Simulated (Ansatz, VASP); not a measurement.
## One calculation of WS2, two programs

INCAR

```
SYSTEM = WS2
PREC = Accurate ; ENCUT = 520
EDIFF = 1E-7 ; ISMEAR = 0
SIGMA = 0.05 ; LREAL = .FALSE.
LASPH = .TRUE. ; NELM = 80
ALGO = Normal ; ISIF = 2
LWAVE = .FALSE. ; LCHARG = .FALSE.
GGA = PE ; IVDW = 12
NBANDS = 35
```

KPOINTS

```
regular mesh
0
G
  12 12 4
  0 0 0
```

Contents of POSCAR:

```
WS2
1.0
    3.4065426778      0.0000000000      0.0000000000
   -1.7032713389      2.9501524981      0.0000000000
    0.0000000000      0.0000000000     12.1399091344
W S
2 4
Direct
    0.3333333333      0.6666666667      0.2500000000
    0.6666666667      0.3333333333      0.7500000000
    0.3333333333      0.6666666667      0.6202874207
    0.6666666667      0.3333333333      0.1202874207
    0.3333333333      0.6666666667      0.8797125793
    0.6666666667      0.3333333333      0.3797125793
```

Input for Ansatz:

```yaml
crystal:
  lattice:
    - [3.4065426778, 0.0, 0.0]
    - [-1.7032713389, 2.9501524981, 0.0]
    - [0.0, 0.0, 12.1399091344]
  atoms:
    - { symbol: W, position: [0.3333333333, 0.6666666667, 0.25] }
    - { symbol: W, position: [0.6666666667, 0.3333333333, 0.75] }
    - { symbol: S, position: [0.3333333333, 0.6666666667, 0.6202874207] }
    - { symbol: S, position: [0.6666666667, 0.3333333333, 0.1202874207] }
    - { symbol: S, position: [0.3333333333, 0.6666666667, 0.8797125793] }
    - { symbol: S, position: [0.6666666667, 0.3333333333, 0.3797125793] }
basis:
  ecutwfc: 420
kpoints:
  mp_grid: { grid: [12, 12, 4] }
hamiltonian:
  xc: pbe
  dispersion: d3bj
scf:
  occupations: { method: gaussian, width: 0.05 }
output:
  forces: true
  stress: true
  eigenvalues: true
```

Change from the starting cell: strain +0.080 along x and y, +0.000 along z, atoms carried along.

Alike in both runs: task single point; functional PBE; dispersion D3(BJ); k mesh 12 × 12 × 4; occupations gaussian, width 0.05 eV; no spin polarisation.

|  | VASP | Ansatz |
| --- | --- | --- |
| version | VASP 6.6.1 | Ansatz 0.2.0 |
| potentials or method | VASP PAW PBE potentials, release 64 (W_sv, S), cutoff 520 eV | scalar-relativistic, plane waves, PAW |
| valence electrons in the cell | 52 | 52 |

Ansatz gave:

```
gap on the k mesh at the Fermi level (eV)                     : 0.44
least direct gap on the mesh (eV)                             : 1.17
pressure (GPa)                                                : -17.7
traceless stress, the component that is largest in VASP (GPa) : 6.52
rms of the force components (eV/Å)                            : 0.636
```

**Question.** Estimate VASP's values.

**Answer.** gap on the k mesh at the Fermi level (eV): 0.46; least direct gap on the mesh (eV): 1.17; pressure (GPa): -17.8; traceless stress, the component that is largest in VASP (GPa): 6.53; rms of the force components (eV/Å): 0.635.

Atom by atom the forces differ by 0.000 eV/Å (rms over components).

Spin-orbit coupling is off throughout.
